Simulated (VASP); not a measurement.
Here is a VASP 6.6.1 calculation.

The input INCAR:

```
  PREC = Accurate
  ENCUT = 520
  EDIFF = 1E-6
  ISMEAR = -1
  SIGMA = 0.05
  LREAL = F
  LASPH = T
  NELM = 80
  ALGO = Normal
  ISIF = 2
  LWAVE = F
  LCHARG = F
  NBANDS = 17
```

The input KPOINTS:

```
Automatic mesh
0
Gamma
  8 8 7
```

POSCAR

```
PbS
1.0
    4.1435156701      0.0000000000      0.0000000000
   -2.0717578350      3.5883898313      0.0000000000
    0.0000000000      0.0000000000      3.8380170193
Pb S
1 1
Direct
    0.0000000000      0.0000000000      0.0000000000
    0.6666666667      0.3333333333      0.5000000000
```

Potentials or basis: VASP PAW LDA potentials, release 64 (Pb_d, S).

The run is started by

```bash
$ cat potpaw_LDA.64/Pb_d/POTCAR potpaw_LDA.64/S/POTCAR > POTCAR
$ mpirun -np 1 vasp_std > vasp.out
```

**Question.** Estimate the pressure.

**Answer.** -5.8 GPa.

**Question.** What does it give for the band gap on the k mesh?

**Answer.** 0.23 eV, indirect (least direct gap 1.53 eV).

Stress tensor (GPa, compression positive):
```
-5.43  0.00  0.00
 0.00 -5.43  0.00
 0.00  0.00 -6.66
```

Caveat: spin-orbit coupling is left out, which moves the levels of the heavy elements. A k mesh can miss the band edges.
